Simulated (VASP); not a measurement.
The system is PtSe2 (Sudovikovite).

```
CELL_PARAMETERS angstrom
3.72400 0.00000 0.00000
-1.86200 3.22508 0.00000
0.00000 0.00000 5.06200
ATOMIC_POSITIONS crystal
Pt 0.00000 0.00000 0.00000
Se 0.66667 0.33333 0.75000
Se 0.33333 0.66667 0.25000
```

```yaml
Program: VASP 6.6.1
Task: relaxation of cell and atoms
Functional: PBE
Potentials_or_basis: VASP PAW PBE potentials, release 64 (Pt, Se)
Cutoff: 600 eV
k_mesh: 8 × 8 × 5
Occupations: fermi-dirac, width 0.05 eV
Spin: no spin polarisation
```

At the start: pressure 7.3 GPa; volume 20.27 Å³/atom.

**Question.** Where does the relaxation end?

**Answer.** Over 46 steps the energy falls by 37.2 meV/atom and the volume is 26.22 Å³/atom (+29.4 %); space group P-3m1 (No. 164, to 0.05 Å).

Step by step:
```csv
step,energy change (eV),largest force (eV/Å),pressure (GPa),volume (Å³)
1,0.0000,0.5987,7.32,60.80
3,-0.0739,0.1128,-0.04,63.95
5,-0.0751,0.0892,0.12,64.04
7,-0.0833,0.0090,0.08,65.53
9,-0.0897,0.0960,0.13,67.76
11,-0.0980,0.0771,-0.73,69.87
13,-0.0999,0.1652,-1.13,71.14
15,-0.1039,0.1504,-0.65,71.73
17,-0.1057,0.1252,-0.09,72.37
19,-0.1068,0.0492,0.26,72.25
21,-0.1070,0.0066,0.42,72.19
23,-0.1077,0.0215,0.01,72.58
25,-0.1078,0.0150,0.02,72.66
27,-0.1083,0.0123,0.13,73.04
29,-0.1085,0.1308,0.61,74.53
31,-0.1089,0.0839,0.42,73.95
33,-0.1090,0.0802,0.36,74.10
35,-0.1096,0.0650,0.20,74.71
37,-0.1099,0.0146,-0.38,77.17
39,-0.1103,0.0326,-0.14,76.45
41,-0.1117,0.0280,0.10,78.19
43,-0.1116,0.0283,0.18,78.72
45,-0.1116,0.0128,-0.08,78.88
46,-0.1117,0.0089,0.03,78.66
```

Final structure:
```
Pt Se
1.0
     3.75121    0.00000    0.00000
    -1.87560    3.24864    0.00000
     0.00000    0.00000    6.45517
Pt Se
1 2
Direct
  0.00000 0.00000 0.00000
  0.66667 0.33333 0.79770
  0.33333 0.66667 0.20230
```

Caveat: the volume moved by over 15 % at a fixed basis, so the end points are rough; this functional lacks dispersion, which binds the layers, so the pressure and a relaxed spacing across them are unreliable; the volume moved by +29 % from the deposited cell, more than functionals usually miss.
